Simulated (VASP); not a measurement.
# BN (I-4m2) in VASP: single point with r2SCAN

Aim: the single point of BN with r2SCAN.

Everything below comes from runs of VASP 6.6.1. Logs are shortened: lines on timing, memory, paths and dates and some standing lists are left out, and cuts for length are marked.

## (1) The cell of the first run

The structure is tetragonal, space group I-4m2 (No. 119). The conventional cell has a = 2.349 Å, b = 2.349 Å, c = 4.319 Å, α = 90.00°, β = 90.00°, γ = 90.00°. Within 2.1 Å of B (site symmetry -4m2) lie 4 N at 1.60 Å. N (site symmetry -4m2) has 4 B at 1.60 Å within 2.1 Å.

## (2) Single point, r2SCAN

POSCAR

```
BN
1.0
    0.0000000000      1.6611808892      2.1595351560
    1.6611808892      0.0000000000      2.1595351560
    1.6611808892      1.6611808892      0.0000000000
B N
1 1
Direct
    0.0000000000      0.0000000000      0.0000000000
    0.7500000000      0.7500000000      0.7500000000
```

INCAR.step1

```
PREC = Accurate ; ENCUT = 1460
ISMEAR = 0 ; SIGMA = 0.05
LREAL = F ; LASPH = T
NELM = 120 ; NBANDS = 11
GGA = PE ; ALGO = Normal
EDIFF = 1E-5 ; LWAVE = T
LCHARG = F ; GGA_COMPAT = F
```

INCAR.step2

```
PREC = Accurate ; ENCUT = 1460
EDIFF = 1E-6 ; ISMEAR = 0
SIGMA = 0.05 ; LREAL = F
LASPH = T ; NELM = 120
ALGO = Normal ; ISIF = 2
LWAVE = F ; LCHARG = F
METAGGA = R2SCAN ; LMIXTAU = T
NBANDS = 11 ; ISTART = 1
GGA_COMPAT = F
```

KPOINTS

```
Automatic mesh
0
Gamma
  12 12 12
```

Potentials or basis: VASP PAW PBE potentials, release 64 (B_h, N_h).

Started as:

```sh
cat potpaw_PBE.64/B_h/POTCAR potpaw_PBE.64/N_h/POTCAR > POTCAR
cp INCAR.step1 INCAR
mpirun -np 1 vasp_std > vasp.out
cp INCAR.step2 INCAR
mpirun -np 1 vasp_std > vasp.out
```

OUTCAR:

```text
PREC = Accurate
   ENCUT = 1460
   EDIFF = 1E-6
   ISMEAR = 0
   LREAL = F
   LASPH = T
   NELM = 120
   ISIF = 2
   METAGGA = R2SCAN
   ISTART = 1

 ion  position               nearest neighbor table
   1  0.000  0.000  0.000-
   2  0.750  0.750  0.750-

  LATTYP: Found a body centered tetragonal cell.
 ALAT       =     2.3492645431
 C/A-ratio  =     1.8384776311

  Lattice vectors:

 A1 = (  -1.6611808892,   0.0000000000,   2.1595351560)
 A2 = (   1.6611808892,   0.0000000000,   2.1595351560)
 A3 = (   0.0000000000,   1.6611808892,  -2.1595351560)

Analysis of symmetry for initial positions (statically):
=====================================================================
 Subroutine PRICEL returns:
 Original cell was already a primitive cell.

 Routine SETGRP: Setting up the symmetry group for a
 body centered tetragonal supercell.

 Subroutine GETGRP returns: Found  8 space group operations
 (whereof  8 operations were pure point group operations)
 out of a pool of 16 trial point group operations.

The static configuration has the point symmetry D_2d.

Analysis of symmetry for dynamics (positions and initial velocities):
=====================================================================
 Subroutine PRICEL returns:
 Original cell was already a primitive cell.

 Routine SETGRP: Setting up the symmetry group for a
 body centered tetragonal supercell.

 Subroutine GETGRP returns: Found  8 space group operations
 (whereof  8 operations were pure point group operations)
 out of a pool of 16 trial point group operations.

The dynamic configuration has the point symmetry D_2d.

 Subroutine INISYM returns: Found  8 space group operations
 (whereof  8 operations are pure point group operations),
 and found     1 'primitive' translations

----------------------------------------------------------------------------------------

                                     Primitive cell

  volume of cell :      11.9186

  direct lattice vectors                    reciprocal lattice vectors
     0.000000000  1.661180889  2.159535156    -0.300990701  0.300990701  0.231531308
     1.661180889  0.000000000  2.159535156     0.300990701 -0.300990701  0.231531308
     1.661180889  1.661180889  0.000000000     0.300990701  0.300990701 -0.231531308

  length of vectors
     2.724539234  2.724539234  2.349264543     0.484559130  0.484559130  0.484559130

  position of ions in fractional coordinates (direct lattice)
     0.000000000  0.000000000  0.000000000
     0.750000000  0.750000000  0.750000000

  ion indices of the primitive-cell ions
   primitive index   ion index
                 1           1
                 2           2

----------------------------------------------------------------------------------------

 KPOINTS: Automatic mesh

Automatic generation of k-mesh.
 Grid dimensions read from file:
 generate k-points for:   12   12   12

 Generating k-lattice:

  Cartesian coordinates                     Fractional coordinates (reciprocal lattice)
    -0.025082558  0.025082558  0.019294276     0.083333333  0.000000000  0.000000000
     0.025082558 -0.025082558  0.019294276     0.000000000  0.083333333  0.000000000
     0.025082558  0.025082558 -0.019294276    -0.000000000 -0.000000000  0.083333333

  Length of vectors
     0.040379928  0.040379928  0.040379928

  Shift w.r.t. Gamma in fractional coordinates (k-lattice)
     0.000000000  0.000000000  0.000000000

 Subroutine IBZKPT returns following result:
 ===========================================

 Found    163 irreducible k-points:

 Following reciprocal coordinates:
            Coordinates               Weight
  0.000000  0.000000  0.000000      1.000000
  0.083333  0.000000  0.000000      8.000000
  0.166667  0.000000  0.000000      8.000000
  0.250000  0.000000  0.000000      8.000000
  0.333333  0.000000  0.000000      8.000000
  0.416667  0.000000  0.000000      8.000000
[... 16 lines left out ...]
  0.500000  0.166667  0.000000      8.000000
 -0.416667  0.166667  0.000000      8.000000
 [... further k-points ...]
   k-points           NKPTS =    163   k-points in BZ     NKDIM =    163   number of bands    NBANDS=     11
   number of dos      NEDOS =    301   number of ions     NIONS =      2
   total plane-waves  NPLWV =  38880
   dimension x,y,z NGX =    36 NGY =   36 NGZ =   30
   dimension x,y,z NGXF=    72 NGYF=   72 NGZF=   60
   ions per type =               1   1
   NGX,Y,Z   is equivalent  to a cutoff of  21.97, 21.97, 21.23 a.u.
   NGXF,Y,Z  is equivalent  to a cutoff of  43.93, 43.93, 42.46 a.u.
 SYSTEM =  unknown system
   PREC   = accura    normal or accurate (medium, high low for compatibility)
   ISTART =      1    job   : 0-new  1-cont  2-samecut
   ICHARG =      0    charge: 1-file 2-atom 10-const
   ISPIN  =      1    spin polarized calculation?
   LNONCOLLINEAR =      F non collinear calculations
   LSORBIT =      F    spin-orbit coupling
   LASPH  =      T    aspherical Exc in radial PAW
   ENCUT  = 1460.0 eV 107.31 Ry   10.36 a.u.   8.49  8.49  7.32*2*pi/ulx,y,z
   NELM   =    120;   NELMIN=  2; NELMDL=  0     # of ELM steps
   EDIFF  = 0.1E-05   stopping-criterion for ELM
   LREAL  =      F    real-space projection
[... 7 lines left out ...]
   TEBEG  =    0.0;   TEEND  =   0.0 temperature during run
   PSTRESS=    0.0 pullay stress
   NELECT =       8.0000    total number of electrons
   NUPDOWN=      -1.0000    fix difference up-down
   EMIN   =  10.00;   EMAX   =-10.00  energy-range for DOS
   EFERMI =   0.00;   METHOD = LEGACY
   ISMEAR =     0;   SIGMA  =   0.05  broadening in eV -4-tet -1-fermi 0-gaus
   EFERMI_NEDOS =   21; number of points for ismear=-14 and -15
   IALGO  =     38    algorithm
   IMIX   =      4    mixing-type and parameters
     AMIX     =   0.40;   BMIX     =  1.00
     AMIX_MAG =   1.60;   BMIX_MAG =  1.00
  volume/ion in A,a.u.               =       5.96        40.22
  Fermi-wavevector in a.u.,A,eV,Ry     =   1.433387  2.708709 27.954506  2.054598
  Thomas-Fermi vector in A             =   2.552911
   LORBIT       =      0    0 simple, 1 ext, 2 COOP (PROOUT), +10 PAW based schemes
   METAGGA = R2SCAN    functional components
   LHFCALC =     F    Hartree Fock is set to
   AEXX    =    0.0000 exact exchange contribution
   IVDW    =     0    specifies the selected vdW correction
   LEPSILON=     F    determine dielectric tensor
   LRPA    =     F    only Hartree local field effects (RPA)
 non-spin polarized calculation
 Gauss-broadening in eV      SIGMA  =   0.05
  energy-cutoff  :     1460.00
  volume of cell :       11.92
 maximum number of plane-waves:      1557
 NGX is ok and might be reduce to    36
   NGX = 17   NGY = 17   NGZ = 15

 number of electron       8.0000000 magnetization

 Free energy of the ion-electron system (eV)
  ---------------------------------------------------
  ext. energy  EPLUGINS =         0.00000000
  ---------------------------------------------------
  free energy    TOTEN  =       -17.84234047 eV

  energy without entropy =      -17.84234047  energy(sigma->0) =      -17.84234047

 E-fermi :  10.5628     XC(G=0): -13.7684

 val. band max:       10.3356017376   @ k =  -0.0833   0.0833   0.0000
 cond. band min:      12.7326224285   @ k =   0.5000   0.0000   0.5000
 fundamental gap:      2.3970206909
 Fermi energy:        10.5628448403

 k-point     1 :       0.0000    0.0000    0.0000
  band No.  band energies     occupation
      1     -12.2060      2.00000
      2       6.4044      2.00000
      3      10.2739      2.00000
      4      10.2739      2.00000
      5      18.3503      0.00000
      6      18.4008      0.00000
      7      18.4008      0.00000
      8      20.3397      0.00000
      9      29.4713      0.00000
     10      32.5629      0.00000
     11      35.4311      0.00000

 k-point     2 :       0.0833    0.0000    0.0000
  band No.  band energies     occupation
      1     -12.0242      2.00000
      2       6.1017      2.00000
      3       9.4381      2.00000
      4      10.1964      2.00000
      5      17.6431      0.00000
      6      18.6817      0.00000
      7      19.0249      0.00000
      8      21.1479      0.00000
      9      29.2826      0.00000
     10      33.6759      0.00000
     11      35.8070      0.00000

 k-point     3 :       0.1667    0.0000    0.0000
  band No.  band energies     occupation
      1     -11.4859      2.00000
      2       5.1314      2.00000
      3       7.7009      2.00000
      4      10.0124      2.00000
      5      16.6949      0.00000
      6      19.4191      0.00000
      7      20.1257      0.00000
      8      22.5655      0.00000
      9      29.6117      0.00000
     10      34.8477      0.00000
     11      37.8273      0.00000

 k-point     4 :       0.2500    0.0000    0.0000
  band No.  band energies     occupation
      1     -10.6172      2.00000
      2       3.3012      2.00000
      3       6.2830      2.00000
      4       9.8141      2.00000
      5      15.8247      0.00000
      6      20.3506      0.00000
      7      21.3899      0.00000
      8      23.8289      0.00000
      9      30.6158      0.00000
     10      35.3998      0.00000
     11      36.7438      0.00000
[... 239 lines left out ...]
 k-point    22 :       0.4167    0.1667    0.0000
  band No.  band energies     occupation
      1      -9.2198      2.00000
      2       0.7097      2.00000
      3       4.0435      2.00000
      4       8.4646      2.00000
      5      18.2503      0.00000
      6      21.7883      0.00000
      7      23.1143      0.00000
      8      25.5385      0.00000
      9      29.9105      0.00000
     10      34.1491      0.00000
     11      40.0077      0.00000

 k-point    23 :       0.5000    0.1667    0.0000
  band No.  band energies     occupation
      1      -8.0938      2.00000
      2      -0.6083      2.00000
      3       2.9295      2.00000
      4       8.6877      2.00000
      5      17.7499      0.00000
      6      22.4644      0.00000
      7      23.1962      0.00000
      8      25.7811      0.00000
      9      31.9972      0.00000
     10      34.2497      0.00000
     11      38.7613      0.00000

 k-point    24 :      -0.4167    0.1667    0.0000
  band No.  band energies     occupation
      1      -7.4340      2.00000
      2      -1.3586      2.00000
      3       2.5819      2.00000
      4       9.0668      2.00000
      5      17.4285      0.00000
      6      22.8201      0.00000
      7      22.9825      0.00000
      8      24.9349      0.00000
      9      33.1885      0.00000
     10      34.9143      0.00000
     11      36.6531      0.00000

 [... further k-points ...]

------------------------ aborting loop because EDIFF is reached ----------------------------------------

  FORCE on cell =-STRESS in cart. coord.  units (eV):
  Direction    XX          YY          ZZ          XY          YZ          ZX
  --------------------------------------------------------------------------------------
  -------------------------------------------------------------------------------------
  Total        5.4162329      5.4162329    -11.5350052      0.0000000      0.0000000      0.0000000
  in kB      728.0878547    728.0878547  -1550.6159593      0.0000000      0.0000000      0.0000000
  external PRESSURE =     -31.4800833 kB  Pullay stress =       0.0000000 kB

 VOLUME and BASIS-vectors are now :
 -----------------------------------------------------------------------------
  energy-cutoff  :     1460.00
  volume of cell :       11.92
      direct lattice vectors                 reciprocal lattice vectors
     0.000000000  1.661180889  2.159535156    -0.300990701  0.300990701  0.231531308
     1.661180889  0.000000000  2.159535156     0.300990701 -0.300990701  0.231531308
     1.661180889  1.661180889  0.000000000     0.300990701  0.300990701 -0.231531308

 POSITION                                       TOTAL-FORCE (eV/Angst)
 -----------------------------------------------------------------------------------
      0.00000      0.00000      0.00000         0.000000      0.000000      0.000000
      2.49177      2.49177      3.23930        -0.000000     -0.000000     -0.000000
 -----------------------------------------------------------------------------------
    total drift:                               -0.000346     -0.000346     -0.000312

  FREE ENERGIE OF THE ION-ELECTRON SYSTEM (eV)
  ---------------------------------------------------
  free  energy   TOTEN  =       -17.8423404676 eV

  energy  without entropy=      -17.8423404676  energy(sigma->0) =      -17.84234047
```

Run time: 4.1 min. Hardware: 1 thread of Intel Xeon Platinum 8259CL at 2.50GHz (Skylake/Cascade Lake), shared host; peak memory 0.26 GiB.

What came out:

```yaml
Free_energy: -17.8423 eV
Pressure: -3.1 GPa
Band_gap_on_the_k_mesh: 2.40 eV (least direct gap 5.03 eV)
```

Levels at points of the mesh, in eV from the valence-band top:
```tsv
k point	band 1	band 2	band 3	band 4	band 5	band 6	band 7	band 8	band 9
(0.00, 0.00, 0.00)	-22.54	-3.93	-0.06	-0.06	8.01	8.07	8.07	10.00	19.14
(0.50, 0.00, 0.00)	-18.04	-12.21	-5.53	-0.79	4.24	11.46	13.84	14.67	22.45
(0.50, 0.50, 0.00)	-18.69	-12.99	-3.57	-3.57	7.29	12.65	16.53	16.53	16.69
(0.50, 0.00, 0.50)	-15.59	-9.21	-7.10	-7.10	2.40	6.69	13.71	16.68	20.18
```

Caveat: the stress differs along the axes, from -155 to 73 GPa; the PAW data sets were made with another functional, which shifts forces and pressure a little.
